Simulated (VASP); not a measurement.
Wanted: the native input for a VASP 6.6.1 run.

* Task: single point
* Functional: PBE
* Potentials or basis: VASP PAW PBE potentials, release 64 (Ni, O)
* Cutoff: 520 eV
* k mesh: 18 × 18 × 10
* Occupations: gaussian, width 0.1 eV
* Spin: collinear spin, ferromagnetic start
* Starting moments: [-1.51, -1.51, -0.41, -0.41] μB
* Dipole correction: no
* Further INCAR settings: ALGO = Normal; EDIFF = 1e-06; NBANDS = 28

The structure of NiO lies in POSCAR:

```
NiO
1.0
    2.8416273336      0.0000000000      0.0000000000
   -1.4208136668      2.4609214590      0.0000000000
    0.0000000000      0.0000000000      5.3630983784
Ni O
2 2
Direct
    0.6666666667      0.3333333333      0.7500000000
    0.3333333333      0.6666666667      0.2500000000
    0.0000000000      0.0000000000      0.0000000000
    0.0000000000      0.0000000000      0.5000000000
```

These files were run (other wordings do the same):

INCAR

```
PREC     = Accurate       # precision mode
ENCUT    = 520            # plane-wave cutoff, eV
EDIFF    = 1E-6           # SCF threshold, eV
ISMEAR   = 0              # smearing method
SIGMA    = 0.1            # smearing width, eV
LREAL    = False          # projectors in reciprocal space
LASPH    = True           # aspherical terms in the spheres
NELM     = 150            # most SCF steps
ALGO     = Normal         # electronic algorithm
ISIF     = 2              # what is computed and relaxed
LWAVE    = False          # write WAVECAR
LCHARG   = False          # write CHGCAR
ISPIN    = 2              # spin polarisation
MAGMOM   = -1.51 -1.51 -0.41 -0.41 # initial moments
LORBIT   = 11             # projections on sites
LMAXMIX  = 4              # l up to which the mixer works
GGA      = PE             # functional
NBANDS   = 28             # bands
```

KPOINTS

```
Automatic mesh
0
Gamma
  18 18 10
```

Potentials or basis: VASP PAW PBE potentials, release 64 (Ni, O).

Run with:

```bash
$ cat potpaw_PBE.64/Ni/POTCAR potpaw_PBE.64/O/POTCAR > POTCAR
$ mpirun -np 1 vasp_std > vasp.out
```

It gave:

```
Pressure                                              : -0.2 GPa
Net moment                                            : -3.44 μB per cell
Site moments                                          : Ni -1.34; O -0.34 μB
Valence electrons inside the program's atomic spheres : Ni 8.95; O 4.93
```

Run time: 3 min on 1 thread of Intel(R) Xeon(R) 6975P-C (Granite Rapids), on a shared host, peak memory 0.42 GiB.
